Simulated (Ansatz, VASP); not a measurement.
One calculation of Pd, two programs

```xyz
1
Lattice="0.0000 1.9928 1.9928 1.9928 0.0000 1.9928 1.9928 1.9928 0.0000" Properties=species:S:1:pos:R:3 pbc="T T T"
Pd    0.0000    0.0000    0.0000
```

Alike in both runs: functional RPBE; k mesh 8 × 8 × 8; occupations gaussian, width 0.1 eV; no spin polarisation.

Ansatz relaxed the structure, and its values are those at the end. VASP's run is a single point on that final structure, the one shown.

```csv
,VASP,Ansatz
version,VASP 6.6.1,Ansatz 0.2.0
potentials or method,"VASP PAW PBE potentials, release 64 (Pd), cutoff 500 eV","scalar-relativistic, plane waves, PAW"
valence electrons in the cell,10,18
```

VASP gave:

- gap on the k mesh at the Fermi level (eV): none
- pressure (GPa): -0.1

Question: Estimate Ansatz's values.

Answer: gap on the k mesh at the Fermi level (eV): none; pressure (GPa): 0.0.

VASP's potentials were made for PBE, not for RPBE. A gap of «none» marks a metal or a gap that the smearing closes. With one functional, cell and mesh, what is left measures potentials, basis and numerics. VASP's potentials hold 10 valence electrons a cell and Ansatz's 18, so a difference there can come from the potentials and not from the codes.
